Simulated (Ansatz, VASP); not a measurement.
# Zn: VASP beside Ansatz

```
Zn
1.0
     2.63563    0.00000    0.00000
    -1.31781    2.28252    0.00000
     0.00000    0.00000   26.18510
Zn
5
Direct
  0.00000 0.00000 0.31471
  0.33333 0.66667 0.40860
  0.00000 0.00000 0.50000
  0.33333 0.66667 0.59140
  0.00000 0.00000 0.68529
```

Alike in both runs: functional PBE; k mesh 16 × 16 × 1; occupations fermi-dirac, width 0.08 eV; no spin polarisation.

Ansatz relaxed the structure, and its values are those at the end. VASP's run is a single point on that final structure, the one shown.

```csv
,VASP,Ansatz
version,VASP 6.6.1,Ansatz 0.2.0
potentials or method,"VASP PAW PBE potentials, release 64 (Zn)","PAW with Ansatz's default frozen-core files, scalar-relativistic"
plane-wave cutoff (eV),520,420
valence electrons in the cell,60,60
```

|  | VASP | Ansatz | Ansatz less VASP |
| --- | --- | --- | --- |
| rms of the force components (eV/Å) | 0.005 | 0.002 | -0.0033 |

The functional is the same, so the differences come from potentials, cutoffs and numerics. Ansatz's warnings: stress scf threshold loose, xc potential rough in thin density.
